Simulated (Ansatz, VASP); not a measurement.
**BeTe: VASP beside Ansatz**

```
Be Te
1.0
     0.00000    2.83146    2.83146
     2.83146    0.00000    2.83146
     2.83146    2.83146    0.00000
Be Te
1 1
Cartesian
  0.0000 0.0000 0.0000
  4.2472 4.2472 4.2472
```

Alike in both runs: task single point; functional PBE; k mesh 4 × 4 × 4; collinear spin.

```csv
,VASP,Ansatz
version,VASP 6.6.1,Ansatz 0.2.0
potentials or method,"VASP PAW PBE potentials, release 64 (Be, Te), cutoff 600 eV","scalar-relativistic, plane waves, PAW"
occupations,"fermi-dirac, width 0.00861733 eV",fermi-dirac
valence electrons in the cell,8,18
```

```csv
,VASP,Ansatz,Ansatz less VASP
gap on the k mesh at the Fermi level (eV),2.00,2.02,+0.015
least direct gap on the mesh (eV),3.61,3.63,+0.018
pressure (GPa),0.6,0.5,-0.15
net moment per atom (μB),0.00,0.00,0.000
```

VASP's potentials hold 8 valence electrons a cell and Ansatz's 18, so a difference there can come from the potentials and not from the codes. Ansatz's warnings: no starting moments.

The k mesh is coarse, so the values compare programs but aren't converged. Spin-orbit coupling is off throughout.
